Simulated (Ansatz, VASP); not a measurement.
## B in VASP and in Ansatz

```
B
1.0
     0.00000    1.67309    2.70341
     1.46775    0.00000    2.70341
     1.46775    1.67309    0.00000
B
2
Direct
  0.15691 0.15691 0.84309
  0.84309 0.84309 0.15691
```

Alike in both runs: task relaxation of cell and atoms; functional PBEsol; k mesh 26 × 26 × 26; occupations gaussian, width 0.1 eV; no spin polarisation.

|  | VASP | Ansatz |
| --- | --- | --- |
| version | VASP 6.6.1 | Ansatz 0.2.0 |
| potentials or method | VASP PAW PBE potentials, release 64 (B), cutoff 600 eV | scalar-relativistic, plane waves, PAW |
| valence electrons in the cell | 6 | 6 |

|  | VASP | Ansatz | Ansatz less VASP |
| --- | --- | --- | --- |
| gap on the k mesh at the Fermi level, each at its own relaxed structure (eV) | none | none | - |
| relaxed volume (Å³/atom) | 6.68 | 6.67 | -0.005 |
| relaxed cell length with the largest relative difference (Å) | 3.073 | 3.072 | -0.0012 |

VASP's potentials were made for PBE, not for PBEsol. A gap of «none» marks a metal or a gap that the smearing closes.
